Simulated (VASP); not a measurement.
Write the native input for VASP 6.6.1 that does the following.

```
Task                   : single point
Functional             : PBEsol
Potentials or basis    : VASP PAW PBE potentials, release 64 (Al, N)
Cutoff                 : 600 eV
k mesh                 : 10 × 10 × 10
Occupations            : gaussian, width 0.02 eV
Spin                   : no spin polarisation
Dipole correction      : no
Further INCAR settings : ALGO = Normal; EDIFF = 1e-06; NBANDS = 11
```

The structure of AlN lies in POSCAR:

```
AlN
1.0
    0.0000000000      2.0226210045      2.0226210045
    2.0226210045      0.0000000000      2.0226210045
    2.0226210045      2.0226210045      0.0000000000
Al N
1 1
Direct
    0.5000000000      0.5000000000      0.5000000000
    0.0000000000      0.0000000000      0.0000000000
```

The input as run:

INCAR

```
  PREC = Accurate
  ENCUT = 600
  EDIFF = 1E-6
  ISMEAR = 0
  SIGMA = 0.02
  LREAL = False
  LASPH = True
  NELM = 120
  ALGO = Normal
  ISIF = 2
  LWAVE = False
  LCHARG = False
  GGA = PS
  NBANDS = 11
  GGA_COMPAT = False
```

KPOINTS

```
Automatic mesh
0
Gamma
  10 10 10
```

Potentials or basis: VASP PAW PBE potentials, release 64 (Al, N).

Run with:

```bash
$ cat potpaw_PBE.64/Al/POTCAR potpaw_PBE.64/N/POTCAR > POTCAR
$ mpirun -np 1 vasp_std > vasp.out
```

It gave:

The pressure is -0.3 GPa and the band gap on the k mesh is 4.54 eV (least direct gap 5.65 eV).

Caveat: the PAW data sets were made with another functional, which shifts forces and pressure a little.

Run time: 8.3 s on 1 thread of Intel(R) Xeon(R) Platinum 8488C (Sapphire Rapids), on a shared host, peak memory 0.13 GiB.
